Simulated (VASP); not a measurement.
# TiO2 (fluorite type) (Fm-3m) in VASP: a series of runs

TiO2 (fluorite type) is run at these levels: PBE; tasks: single point, relaxation of cell and atoms.

Everything below comes from runs of VASP 6.6.1. Logs are shortened: lines on timing, memory, paths and dates and some standing lists are left out, and cuts for length are marked.

## (1) The cell of the first run

It takes space group Fm-3m (No. 225, cubic). Conventional cell: a = 4.317 Å, b = 4.317 Å, c = 4.317 Å, α = 90.00°, β = 90.00°, γ = 90.00°. Within 2.5 Å of Ti (site symmetry m-3m) lie 8 O at 1.87 Å. O (site symmetry -43m) has 4 Ti at 1.87 Å and 6 O at 2.16 Å within 2.5 Å.

## (2) Single point, PBE

The input, INCAR:

```
SYSTEM = TiO2
PREC = Accurate ; ENCUT = 520
EDIFF = 1E-7 ; ISMEAR = -1
SIGMA = 0.1 ; LREAL = .False.
LASPH = .True. ; NELM = 100
ALGO = Normal ; ISIF = 2
LWAVE = .False. ; LCHARG = .False.
GGA = PE ; NBANDS = 19
```

The input, KPOINTS:

```
regular mesh
0
Gamma
  12 12 12
  0 0 0
```

The input, POSCAR:

```
TiO2
1.0
    0.0000000000      2.1583014100      2.1583014100
    2.1583014100      0.0000000000      2.1583014100
    2.1583014100      2.1583014100      0.0000000000
Ti O
1 2
Direct
    0.0000000000      0.0000000000      0.0000000000
    0.2500000000      0.2500000000      0.2500000000
    0.7500000000      0.7500000000      0.7500000000
```

Potentials or basis: VASP PAW PBE potentials, release 64 (Ti_sv, O).

On the command line:

```
$ cat potpaw_PBE.64/Ti_sv/POTCAR potpaw_PBE.64/O/POTCAR > POTCAR
$ mpirun -np 1 vasp_std > vasp.out
```

OUTCAR:

```text
SYSTEM = TiO2
   PREC = Accurate
   ENCUT = 520
   EDIFF = 1E-7
   ISMEAR = -1
   LREAL = .False.
   LASPH = .True.
   NELM = 100
   ISIF = 2
   GGA = PE

 ion  position               nearest neighbor table
   1  0.000  0.000  0.000-   3 1.87   3 1.87   3 1.87   2 1.87   3 1.87   2 1.87   2 1.87   2 1.87

   2  0.250  0.250  0.250-   1 1.87   1 1.87   1 1.87   1 1.87
   3  0.750  0.750  0.750-   1 1.87   1 1.87   1 1.87   1 1.87

  LATTYP: Found a face centered cubic cell.
 ALAT       =     4.3166028200

  Lattice vectors:

 A1 = (   0.0000000000,   2.1583014100,   2.1583014100)
 A2 = (   2.1583014100,   0.0000000000,   2.1583014100)
 A3 = (   2.1583014100,   2.1583014100,   0.0000000000)

Analysis of symmetry for initial positions (statically):
=====================================================================
 Subroutine PRICEL returns:
 Original cell was already a primitive cell.

 Routine SETGRP: Setting up the symmetry group for a
 face centered cubic supercell.

 Subroutine GETGRP returns: Found 48 space group operations
 (whereof 48 operations were pure point group operations)
 out of a pool of 48 trial point group operations.

The static configuration has the point symmetry O_h .

Analysis of symmetry for dynamics (positions and initial velocities):
=====================================================================
 Subroutine PRICEL returns:
 Original cell was already a primitive cell.

 Routine SETGRP: Setting up the symmetry group for a
 face centered cubic supercell.

 Subroutine GETGRP returns: Found 48 space group operations
 (whereof 48 operations were pure point group operations)
 out of a pool of 48 trial point group operations.

The dynamic configuration has the point symmetry O_h .

 Subroutine INISYM returns: Found 48 space group operations
 (whereof 48 operations are pure point group operations),
 and found     1 'primitive' translations

----------------------------------------------------------------------------------------

                                     Primitive cell

  volume of cell :      20.1079

  direct lattice vectors                    reciprocal lattice vectors
     0.000000000  2.158301410  2.158301410    -0.231663658  0.231663658  0.231663658
     2.158301410  0.000000000  2.158301410     0.231663658 -0.231663658  0.231663658
     2.158301410  2.158301410  0.000000000     0.231663658  0.231663658 -0.231663658

  length of vectors
     3.052299126  3.052299126  3.052299126     0.401253226  0.401253226  0.401253226

  position of ions in fractional coordinates (direct lattice)
     0.000000000  0.000000000  0.000000000
     0.250000000  0.250000000  0.250000000
     0.750000000  0.750000000  0.750000000

  ion indices of the primitive-cell ions
   primitive index   ion index
                 1           1
                 2           2
                 3           3

----------------------------------------------------------------------------------------

 KPOINTS: regular mesh

Automatic generation of k-mesh.
 Grid dimensions read from file:
 generate k-points for:   12   12   12

 Generating k-lattice:

  Cartesian coordinates                     Fractional coordinates (reciprocal lattice)
    -0.019305305  0.019305305  0.019305305     0.083333333  0.000000000  0.000000000
     0.019305305 -0.019305305  0.019305305     0.000000000  0.083333333  0.000000000
     0.019305305  0.019305305 -0.019305305     0.000000000  0.000000000  0.083333333

  Length of vectors
     0.033437769  0.033437769  0.033437769

  Shift w.r.t. Gamma in fractional coordinates (k-lattice)
     0.000000000  0.000000000  0.000000000

 Subroutine IBZKPT returns following result:
 ===========================================

 Found     72 irreducible k-points:

 Following reciprocal coordinates:
            Coordinates               Weight
  0.000000  0.000000  0.000000      1.000000
  0.083333  0.000000  0.000000      8.000000
  0.166667  0.000000  0.000000      8.000000
  0.250000  0.000000  0.000000      8.000000
  0.333333  0.000000  0.000000      8.000000
  0.416667  0.000000  0.000000      8.000000
[... 16 lines left out ...]
  0.500000  0.166667  0.000000     24.000000
 -0.416667  0.166667  0.000000     24.000000
 [... further k-points ...]
   k-points           NKPTS =     72   k-points in BZ     NKDIM =     72   number of bands    NBANDS=     19
   number of dos      NEDOS =    301   number of ions     NIONS =      3
   total plane-waves  NPLWV =  13824
   dimension x,y,z NGX =    24 NGY =   24 NGZ =   24
   dimension x,y,z NGXF=    48 NGYF=   48 NGZF=   48
   ions per type =               1   2
   NGX,Y,Z   is equivalent  to a cutoff of  13.07, 13.07, 13.07 a.u.
   NGXF,Y,Z  is equivalent  to a cutoff of  26.14, 26.14, 26.14 a.u.
 SYSTEM =  TiO2
   PREC   = accura    normal or accurate (medium, high low for compatibility)
   ISTART =      0    job   : 0-new  1-cont  2-samecut
   ICHARG =      2    charge: 1-file 2-atom 10-const
   ISPIN  =      1    spin polarized calculation?
   LNONCOLLINEAR =      F non collinear calculations
   LSORBIT =      F    spin-orbit coupling
   LASPH  =      T    aspherical Exc in radial PAW
   ENCUT  =  520.0 eV  38.22 Ry    6.18 a.u.   5.68  5.68  5.68*2*pi/ulx,y,z
   NELM   =    100;   NELMIN=  2; NELMDL= -5     # of ELM steps
   EDIFF  = 0.1E-06   stopping-criterion for ELM
   LREAL  =      F    real-space projection
   EDIFFG = 0.1E-05   stopping-criterion for IOM
   NSW    =      0    number of steps for IOM
   IBRION =     -1    ionic relax: 0-MD 1-quasi-New 2-CG
   NFREE  =      0    steps in history (QN), initial steepest desc. (CG)
   ISIF   =      2    stress and relaxation
   ISYM   =      2    0-nonsym 1-usesym 2-fastsym
   POTIM  = 0.5000    time-step for ionic-motion
   TEBEG  =    0.0;   TEEND  =   0.0 temperature during run
   PSTRESS=    0.0 pullay stress
   NELECT =      24.0000    total number of electrons
   NUPDOWN=      -1.0000    fix difference up-down
   EMIN   =  10.00;   EMAX   =-10.00  energy-range for DOS
   EFERMI =   0.00;   METHOD = LEGACY
   ISMEAR =    -1;   SIGMA  =   0.10  broadening in eV -4-tet -1-fermi 0-gaus
   EFERMI_NEDOS =   21; number of points for ismear=-14 and -15
   IALGO  =     38    algorithm
   IMIX   =      4    mixing-type and parameters
     AMIX     =   0.40;   BMIX     =  1.00
     AMIX_MAG =   1.60;   BMIX_MAG =  1.00
  volume/ion in A,a.u.               =       6.70        45.23
  Fermi-wavevector in a.u.,A,eV,Ry     =   1.736560  3.281623 41.030287  3.015641
  Thomas-Fermi vector in A             =   2.809951
   LORBIT       =      0    0 simple, 1 ext, 2 COOP (PROOUT), +10 PAW based schemes
   GGA     = PE    functional components
   LHFCALC =     F    Hartree Fock is set to
   AEXX    =    0.0000 exact exchange contribution
   IVDW    =     0    specifies the selected vdW correction
   LEPSILON=     F    determine dielectric tensor
   LRPA    =     F    only Hartree local field effects (RPA)
 non-spin polarized calculation
  energy-cutoff  :      520.00
  volume of cell :       20.11
 maximum number of plane-waves:       560
   NGX = 11   NGY = 11   NGZ = 11

 number of electron      23.9999995 magnetization

 Free energy of the ion-electron system (eV)
  ---------------------------------------------------
  ext. energy  EPLUGINS =         0.00000000
  ---------------------------------------------------
  free energy    TOTEN  =       -22.75052290 eV

  energy without entropy =      -22.75048629  energy(sigma->0) =      -22.75050459

 E-fermi :  12.6764     XC(G=0): -14.1020

 val. band max:       12.0263325843   @ k =   0.5000   0.5000   0.0000
 cond. band min:      13.2761923237   @ k =   0.0000   0.0000   0.0000
 fundamental gap:      1.2498597393
 Fermi energy:        12.6763938623

 k-point     1 :       0.0000    0.0000    0.0000
  band No.  band energies     occupation
      1     -45.2182      2.00000
      2     -21.2590      2.00000
      3     -21.2590      2.00000
      4     -21.2590      2.00000
      5     -10.2147      2.00000
      6      -4.2042      2.00000
[... 11 lines left out ...]
     18      22.3072      0.00000
     19      28.6209      0.00000

 k-point     2 :       0.0833    0.0000    0.0000
  band No.  band energies     occupation
      1     -45.2105      2.00000
      2     -21.3348      2.00000
      3     -21.2667      2.00000
      4     -21.2667      2.00000
      5     -10.0521      2.00000
      6      -4.4413      2.00000
[... 11 lines left out ...]
     18      22.5017      0.00000
     19      28.8421      0.00000

 k-point     3 :       0.1667    0.0000    0.0000
  band No.  band energies     occupation
      1     -45.1893      2.00000
      2     -21.5346      2.00000
      3     -21.2879      2.00000
      4     -21.2879      2.00000
      5      -9.6131      2.00000
      6      -4.9900      2.00000
[... 11 lines left out ...]
     18      23.0768      0.00000
     19      29.3364      0.00000

 k-point     4 :       0.2500    0.0000    0.0000
  band No.  band energies     occupation
      1     -45.1601      2.00000
      2     -21.7924      2.00000
      3     -21.3165      2.00000
      4     -21.3165      2.00000
      5      -9.0315      2.00000
      6      -5.5651      2.00000
[... 11 lines left out ...]
     18      23.6308      0.00000
     19      30.0248      0.00000

 k-point     5 :       0.3333    0.0000    0.0000
  band No.  band energies     occupation
      1     -45.1308      2.00000
      2     -22.0355      2.00000
      3     -21.3449      2.00000
      4     -21.3449      2.00000
      5      -8.5047      2.00000
      6      -5.9553      2.00000
[... 11 lines left out ...]
     18      23.7166      0.00000
     19      30.9915      0.00000
[... 334 lines left out ...]
      2     -21.9176      2.00000
      3     -21.4211      2.00000
      4     -21.3967      2.00000
      5      -8.3514      2.00000
      6      -6.0821      2.00000
[... 11 lines left out ...]
     18      23.7604      0.00000
     19      30.7520      0.00000

 k-point    22 :       0.4167    0.1667    0.0000
  band No.  band energies     occupation
      1     -45.1069      2.00000
      2     -22.0791      2.00000
      3     -21.4845      2.00000
      4     -21.4153      2.00000
      5      -7.9057      2.00000
      6      -6.3099      2.00000
[... 11 lines left out ...]
     18      24.0039      0.00000
     19      31.6228      0.00000

 k-point    23 :       0.5000    0.1667    0.0000
  band No.  band energies     occupation
      1     -45.0918      2.00000
      2     -22.1697      2.00000
      3     -21.5416      2.00000
      4     -21.4173      2.00000
      5      -7.7196      2.00000
      6      -6.3176      2.00000
[... 11 lines left out ...]
     18      23.9473      0.00000
     19      32.3545      0.00000

 k-point    24 :      -0.4167    0.1667    0.0000
  band No.  band energies     occupation
      1     -45.0898      2.00000
      2     -22.1723      2.00000
      3     -21.5744      2.00000
      4     -21.4022      2.00000
      5      -7.7097      2.00000
      6      -6.3006      2.00000
[... 11 lines left out ...]
     18      23.9582      0.00000
     19      32.5245      0.00000

 [... further k-points ...]
[... 5 lines left out ...]
  --------------------------------------------------------------------------------------
  -------------------------------------------------------------------------------------
  Total       21.5727532     21.5727532     21.5727532     -0.0000000      0.0000000     -0.0000000
  in kB     1718.8970975   1718.8970975   1718.8970975     -0.0000000      0.0000000     -0.0000000
  external PRESSURE =    1718.8970975 kB  Pullay stress =       0.0000000 kB

 VOLUME and BASIS-vectors are now :
 -----------------------------------------------------------------------------
  energy-cutoff  :      520.00
  volume of cell :       20.11
      direct lattice vectors                 reciprocal lattice vectors
     0.000000000  2.158301410  2.158301410    -0.231663658  0.231663658  0.231663658
     2.158301410  0.000000000  2.158301410     0.231663658 -0.231663658  0.231663658
     2.158301410  2.158301410  0.000000000     0.231663658  0.231663658 -0.231663658

 POSITION                                       TOTAL-FORCE (eV/Angst)
 -----------------------------------------------------------------------------------
      0.00000      0.00000      0.00000         0.000000      0.000000      0.000000
      1.07915      1.07915      1.07915        -0.000000      0.000000     -0.000000
      3.23745      3.23745      3.23745        -0.000000     -0.000000      0.000000
 -----------------------------------------------------------------------------------
    total drift:                               -0.000000      0.000000      0.000000

  FREE ENERGIE OF THE ION-ELECTRON SYSTEM (eV)
  ---------------------------------------------------
  free  energy   TOTEN  =       -22.7505229048 eV

  energy  without entropy=      -22.7504862852  energy(sigma->0) =      -22.75050459
```

It took 60 s on 1 thread of Intel Xeon 8259CL, shared host; peak memory 0.15 GiB.

Results:

| Quantity | Value |
| --- | --- |
| Free energy | -22.7505 eV |
| Pressure | 171.9 GPa |
| Band gap on the k mesh | 1.25 eV (least direct gap 2.43 eV) |

Levels at points of the mesh, in eV from the valence-band top:
```
           k point  band 8  band 9  band 10  band 11  band 12  band 13  band 14  band 15  band 16  band 17
(0.00, 0.00, 0.00)   -8.63   -8.63    -1.18    -1.18    -1.18     1.25     1.25     8.09     8.09     8.09
(0.50, 0.00, 0.00)   -7.19   -4.45    -3.92    -3.28    -3.28     1.91     1.91     4.85     7.42     7.42
(0.50, 0.50, 0.00)   -5.96   -5.96    -2.97    -2.97     0.00     2.55     2.57     5.07     6.09     6.09
```

Caveat: the cell stands under pressure. A k mesh can miss the band edges.

## (3) Relaxation of cell and atoms, PBE, target pressure 170 GPa, at which the enthalpy is minimised

The input, INCAR:

```
SYSTEM = TiO2
ALGO = Normal
EDIFF = 1E-7
EDIFFG = -0.005
ENCUT = 600
GGA = PE
IBRION = 2
ISIF = 3
ISMEAR = -1
LASPH = .True.
LCHARG = .False.
LREAL = .False.
LWAVE = .False.
NELM = 60
NSW = 32
PREC = Accurate
PSTRESS = 1700.0
SIGMA = 0.1
```

The input, KPOINTS:

```
k-points
0
Gamma
  12 12 12
  0 0 0
```

POSCAR is that of step 2.

Potentials or basis: VASP PAW PBE potentials, release 64 (Ti_sv, O).

On the command line:

```
$ cat potpaw_PBE.64/Ti_sv/POTCAR potpaw_PBE.64/O/POTCAR > POTCAR
$ mpirun -np 1 vasp_std > vasp.out
```

Wall time 2.3 min (1 thread of Intel Xeon 8259CL, shared host); peak memory 0.16 GiB.

Results (log left out):

* Free energy: -22.7930 eV
* Relaxed volume: 6.71 Å³/atom
* Relaxed cell: a = 3.054 Å, b = 3.054 Å, c = 3.054 Å, α = 60.00°, β = 60.00°, γ = 60.00°
* Space group after relaxing (to 0.1 Å): Fm-3m (No. 225)
* Energy change on relaxing (the run minimises the enthalpy): -11.5 meV/atom
* Ionic steps: 3
* Pressure after relaxing: 170.0 GPa
* Band gap on the k mesh: 1.25 eV (least direct gap 2.43 eV)

The path:
| step | energy change (eV) | largest force (eV/Å) | pressure (GPa) | volume (Å³) |
| --- | --- | --- | --- | --- |
| 1 | 0.0000 | 0.0000 | 171.36 | 20.11 |
| 2 | -0.1745 | 0.0000 | 164.40 | 20.27 |
| 3 | -0.0345 | 0.0000 | 169.98 | 20.14 |

Final structure:
```cif
data_structure
_symmetry_space_group_name_H-M 'P 1'
_symmetry_Int_Tables_number 1
_cell_length_a 3.0539
_cell_length_b 3.0539
_cell_length_c 3.0539
_cell_angle_alpha 60.000
_cell_angle_beta 60.000
_cell_angle_gamma 60.000
_cell_volume 20.14
loop_
_atom_site_label
_atom_site_type_symbol
_atom_site_fract_x
_atom_site_fract_y
_atom_site_fract_z
_atom_site_occupancy
Ti1 Ti 0.00000 0.00000 0.00000 1
O1 O 0.25000 0.25000 0.25000 1
O2 O 0.75000 0.75000 0.75000 1
```

Levels at points of the mesh, in eV from the valence-band top:
```tsv
k point	band 9	band 10	band 11	band 12	band 13	band 14	band 15	band 16
(0.00, 0.00, 0.00)	-8.62	-1.17	-1.17	-1.17	1.25	1.25	8.08	8.08
(0.50, 0.00, 0.00)	-4.45	-3.92	-3.27	-3.27	1.91	1.91	4.84	7.41
(0.50, 0.50, 0.00)	-5.95	-2.97	-2.97	0.00	2.55	2.57	5.06	6.08
```

Caveat: the cell is relaxed towards a set pressure, so the run minimises the enthalpy, not the energy.

(Continued in part 2 of 2.)
